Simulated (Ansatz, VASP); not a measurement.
# One calculation of Cu, two programs

```
Cu
1.0
     2.53076    0.00000    0.00000
    -1.26538    2.19171    0.00000
     0.00000    0.00000    8.26182
Cu
4
Cartesian
  1.2484 2.1886 8.2602
  -0.0273 1.4398 2.0705
  0.0131 0.0134 4.1396
  1.2754 0.7385 6.2126
```

Alike in both runs: task single point; functional LDA; k mesh 7 × 7 × 2; occupations fermi-dirac, width 0.1 eV; no spin polarisation.

|  | VASP | Ansatz |
| --- | --- | --- |
| version | VASP 6.6.1 | Ansatz 0.2.0 |
| potentials or method | VASP PAW LDA potentials, release 64 (Cu), cutoff 600 eV | plane waves, PAW |
| valence electrons in the cell | 44 | 76 |

VASP gave:

| Item | Value |
| --- | --- |
| pressure (GPa) | -7.7 |
| traceless stress, the component that is largest in VASP (GPa) | -0.31 |
| rms of the force components (eV/Å) | 0.042 |

Question: Which values does Ansatz return?

Answer: Pressure (GPa): -8.8; traceless stress, the component that is largest in VASP (GPa): -0.30; rms of the force components (eV/Å): 0.042.

LDA's correlation is that of Perdew and Zunger in VASP and of Perdew and Wang (1992) in Ansatz. Atom by atom the forces differ by 0.000 eV/Å (rms over components). VASP's potentials hold 44 valence electrons a cell and Ansatz's 76, so a difference there can come from the potentials and not from the codes. Ansatz's warnings: stress scf threshold loose.

The k mesh is coarse, so the values compare programs but aren't converged.
